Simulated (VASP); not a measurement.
Set up this calculation in VASP 6.6.1, as the native input.

```
Task                   : electric field gradients
Functional             : LDA
Potentials or basis    : VASP PAW LDA potentials, release 64 (Zr_sv, Ga_d)
Cutoff                 : 520 eV
k mesh                 : 12 × 12 × 12
Occupations            : fermi-dirac, width 0.03 eV
Spin                   : no spin polarisation
Dipole correction      : no
Further INCAR settings : ALGO = Normal; EDIFF = 1e-08; NBANDS = 34
```

The structure of ZrGa3 lies in POSCAR:

```
ZrGa3
1.0
   -1.9721740951      1.9721740951      4.3352071711
    1.9721740951     -1.9721740951      4.3352071711
    1.9721740951      1.9721740951     -4.3352071711
Zr Ga
1 3
Direct
    0.0000000000      0.0000000000      0.0000000000
    0.5000000000      0.5000000000      0.0000000000
    0.7500000000      0.2500000000      0.5000000000
    0.2500000000      0.7500000000      0.5000000000
```

The input as run:

INCAR

```
  PREC = Accurate
  ENCUT = 520
  EDIFF = 1E-8
  ISMEAR = -1
  SIGMA = 0.03
  LREAL = False
  LASPH = True
  NELM = 60
  ALGO = Normal
  ISIF = 2
  LWAVE = False
  LCHARG = False
  LEFG = True
  NBANDS = 34
```

KPOINTS

```
Automatic mesh
0
Gamma
  12 12 12
```

Potentials or basis: VASP PAW LDA potentials, release 64 (Zr_sv, Ga_d).

The run is started by

```console
$ cat potpaw_LDA.64/Zr_sv/POTCAR potpaw_LDA.64/Ga_d/POTCAR > POTCAR
$ mpirun -np 1 vasp_std > vasp.out
```

Results of the run:

- Pressure: -3.1 GPa
- Band gap on the k mesh: zero (an odd number of electrons rules out a gap without spin polarisation)
- Largest electric field gradient by atom: Zr -47.7; Ga +97.5, -48.1 (each value once) V/Å²

Caveat: the cell stands under tension; without QUAD_EFG the Cq values of the log hold for a quadrupole moment of 1 mb, not for the nuclei.

Wall time 7.4 min on 1 thread of Intel(R) Xeon(R) Platinum 8559C (Emerald Rapids), on a shared host, peak memory 0.43 GiB.
